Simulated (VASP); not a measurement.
The system is KBr.

```
Br K
1.0
     4.04350    0.00000    0.00000
     0.00000    4.04350    0.00000
     0.00000    0.00000    4.04350
Br K
1 1
Cartesian
  2.0217 2.0217 2.0217
  0.0000 0.0000 0.0000
```

| Quantity | Value |
| --- | --- |
| Program | VASP 6.6.1 |
| Task | relaxation of cell and atoms |
| Functional | BLYP |
| Potentials or basis | VASP PAW PBE potentials, release 64 (Br, K_sv) |
| Cutoff | 600 eV |
| k mesh | 7 × 7 × 7 |
| Occupations | methfessel-paxton, width 0.1 eV |
| Spin | collinear spin, zero start |
| Starting moments | [0.0, 0.0] μB |
| Fixed moment | 0 μB |

At the start: pressure 0.9 GPa; volume 33.06 Å³/atom.

Where does the relaxation end?

Over 3 steps the energy falls by 5.6 meV/atom and the volume is 35.06 Å³/atom (+6.1 %); space group Pm-3m (No. 221, to 0.05 Å); moment 0.00 μB per cell.

Step by step:
```tsv
step	energy change (eV)	largest force (eV/Å)	pressure (GPa)	volume (Å³)
1	0.0000	0.0000	0.93	66.11
2	-0.0081	0.0000	0.47	67.97
3	-0.0112	0.0000	0.01	70.13
```

Final structure:
```yaml
crystal:
  lattice:
    - [4.12378, 0.00000, 0.00000]
    - [0.00000, 4.12378, 0.00000]
    - [0.00000, 0.00000, 4.12378]
  atoms:
    - { symbol: Br, position: [0.50000, 0.50000, 0.50000] }
    - { symbol: K, position: [0.00000, 0.00000, 0.00000] }
```

Caveat: the PAW data sets were made with another functional, which shifts forces and pressure a little; the total moment is fixed, so each spin has its own Fermi level.
